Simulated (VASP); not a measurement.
An input for VASP 6.6.1 (NbAu2):

Contents of INCAR:

```
SYSTEM = NbAu2
ALGO = Normal
EDIFF = 1E-6
ENCUT = 500
GGA = PS
GGA_COMPAT = .False.
ISIF = 2
ISMEAR = 0
LASPH = .True.
LCHARG = .False.
LREAL = .False.
LWAVE = .False.
NBANDS = 24
NELM = 120
PREC = Accurate
SIGMA = 0.1
```

Contents of KPOINTS:

```
k-points
0
Gamma
  6 6 8
  0 0 0
```

Contents of POSCAR:

```
NbAu2
1.0
    4.6174976289     -0.0259127078      0.0294035707
   -2.2861390567      4.0118797935     -0.0304040021
   -0.0174429118      0.0109290068      2.7345067398
Nb Au
1 2
Direct
    0.0015576346     -0.0150770805      0.0077308226
    0.3348925416      0.6515898462      0.5077517149
    0.6682296554      0.3182572680      0.5077353392
```

Potentials or basis: VASP PAW PBE potentials, release 64 (Nb_sv, Au).

The run is started by

```console
$ cat potpaw_PBE.64/Nb_sv/POTCAR potpaw_PBE.64/Au/POTCAR > POTCAR
$ mpirun -np 1 vasp_std > vasp.out
```

Q: How does this run end?

A: The run stopped without a result. It printed:

OUTCAR:

```text
SYSTEM = NbAu2
   EDIFF = 1E-6
   ENCUT = 500
   GGA = PS
   ISIF = 2
   ISMEAR = 0
   LASPH = .True.
   LREAL = .False.
   NELM = 120
   PREC = Accurate
[... 105 lines left out ...]
|     E        R     R  R     R  O     O  R     R     ###     ###     ###     |
|     EEEEE    RRRRRR   RRRRRR   O     O  RRRRRR       #       #       #      |
|     E        R   R    R   R    O     O  R   R                               |
|     E        R    R   R    R   O     O  R    R      ###     ###     ###     |
|     EEEEEEE  R     R  R     R  OOOOOOO  R     R     ###     ###     ###     |
|                                                                             |
|     IBZKPT: not all point group operations associated with the symmetry     |
|     operators of the crystalline lattice are members of the point group     |
|     of the reciprocal lattice.                                              |
|                                                                             |
|       ---->  I REFUSE TO CONTINUE WITH THIS SICK JOB ... BYE!!! <----       |
|                                                                             |
 -----------------------------------------------------------------------------
```

On the terminal:

```text
POSCAR found type information on POSCAR NbAu
 POSCAR found :  2 types and       3 ions
[... 27 lines left out ...]

1
```
